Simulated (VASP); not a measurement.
Set up this calculation in VASP 6.6.1, as the native input.

* Task: single point
* Functional: PBEsol
* Potentials or basis: VASP PAW PBE potentials, release 64 (Ru_pv, S)
* Cutoff: 520 eV
* k mesh: 10 × 10 × 6
* Occupations: gaussian, width 0.05 eV
* Spin: collinear spin, ferromagnetic start
* Starting moments: [0.29, 0.0, 0.0] μB
* Dipole correction: no
* Further INCAR settings: ALGO = Normal; EDIFF = 1e-07; NBANDS = 24

The structure of RuS2 lies in POSCAR:

```
RuS2
1.0
    3.3526862660      0.0000000000      0.0000000000
   -1.6763431330      2.9035114773      0.0000000000
    0.0000000000      0.0000000000      4.8414534054
Ru S
1 2
Direct
    0.0000000000      0.0000000000      0.0000000000
    0.3333333333      0.6666666667      0.2737950299
    0.6666666667      0.3333333333      0.7262049701
```

One way to write it, as run:

INCAR

```
PREC     = Accurate       # precision mode
ENCUT    = 520            # plane-wave cutoff, eV
EDIFF    = 1E-7           # SCF threshold, eV
ISMEAR   = 0              # smearing method
SIGMA    = 0.05           # smearing width, eV
LREAL    = F              # projectors in reciprocal space
LASPH    = T              # aspherical terms in the spheres
NELM     = 150            # most SCF steps
ALGO     = Normal         # electronic algorithm
ISIF     = 2              # what is computed and relaxed
LWAVE    = F              # write WAVECAR
LCHARG   = F              # write CHGCAR
ISPIN    = 2              # spin polarisation
MAGMOM   = 0.29 0 0       # initial moments
LORBIT   = 11             # projections on sites
LMAXMIX  = 4              # l up to which the mixer works
GGA      = PS             # functional
NBANDS   = 24             # bands
```

KPOINTS

```
Automatic mesh
0
Gamma
  10 10 6
```

Potentials or basis: VASP PAW PBE potentials, release 64 (Ru_pv, S).

Command:

```sh
$ cat potpaw_PBE.64/Ru_pv/POTCAR potpaw_PBE.64/S/POTCAR > POTCAR
$ mpirun -np 1 vasp_std > vasp.out
```

It gave:

- Pressure: 1.3 GPa
- Largest force: 0.018 eV/Å
- Net moment: 0.40 μB per cell
- Site moments: Ru +0.31; S +0.03 μB
- Valence electrons inside the program's atomic spheres: Ru 12.71; S 3.62

Caveat: a moment this small can come from the mesh or the smearing; the PAW data sets were made with another functional, which shifts forces and pressure a little.

Run time: 90 s on 1 thread of Intel(R) Xeon(R) 6975P-C (Granite Rapids), on a shared host, peak memory 0.27 GiB.
